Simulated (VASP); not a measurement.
Write the native input for VASP 6.6.1 that does the following.

```yaml
Task: single point
Functional: PBE
Dispersion: D4
Potentials_or_basis: VASP PAW PBE potentials, release 64 (Ta_pv, N)
Cutoff: 520 eV
k_mesh: 8 × 8 × 4
Occupations: gaussian, width 0.025 eV
Spin: non-collinear spin, zero start, spin-orbit coupling
Starting_moments: "[[0.0, 0.0, 0.0], [0.0, 0.0, 0.0], [0.0, 0.0, 0.0]] μB"
Hubbard_terms: Ta d U = 5.0 eV
Dipole_correction: no
Further_INCAR_settings: ALGO = Normal; EDIFF = 1e-06; NBANDS = 40
```

The structure of Ta2N lies in POSCAR:

```
Ta2N
1.0
    3.1128615060      0.0000000000      0.0000000000
   -1.5564307530      2.6958171426      0.0000000000
    0.0000000000      0.0000000000      4.8698410000
Ta N
2 1
Direct
    0.3333333333      0.6666666667      0.2547110000
    0.6666666667      0.3333333333      0.7452890000
    0.0000000000      0.0000000000      0.0000000000
```

The input as run:

INCAR

```
SYSTEM = Ta2N
  PREC = Accurate
  ENCUT = 520
  EDIFF = 1E-6
  ISMEAR = 0
  SIGMA = 0.025
  LREAL = .False.
  LASPH = .True.
  NELM = 150
  ALGO = Normal
  ISIF = 2
  LWAVE = .False.
  LCHARG = .False.
  MAGMOM = 0 0 0 0 0 0 0 0 0
  LORBIT = 11
  LSORBIT = .True.
  GGA_COMPAT = .False.
  LORBMOM = .True.
  LMAXMIX = 4
  LDAU = .True.
  LDAUTYPE = 2
  LDAUL = 2 -1
  LDAUU = 5 0
  LDAUJ = 0 0
  LDAUPRINT = 1
  GGA = PE
  IVDW = 13
  NBANDS = 40
```

KPOINTS

```
Automatic mesh
0
Gamma
  8 8 4
  0 0 0
```

Potentials or basis: VASP PAW PBE potentials, release 64 (Ta_pv, N).

Command:

```sh
$ cat potpaw_PBE.64/Ta_pv/POTCAR potpaw_PBE.64/N/POTCAR > POTCAR
$ mpirun -np 1 vasp_ncl > vasp.out
```

It gave:

The pressure is 10.4 GPa and the largest force is 0.615 eV/Å. The net moment is 0.00 μB per cell and the valence electrons inside the program's atomic spheres are Ta 8.75; N 3.79. The dispersion energy per atom is -0.297 eV.

Caveat: the cell stands under pressure.

Run time: 2.5 min on 1 thread of Intel(R) Xeon(R) Platinum 8488C (Sapphire Rapids), with other jobs on the host, peak memory 0.28 GiB.
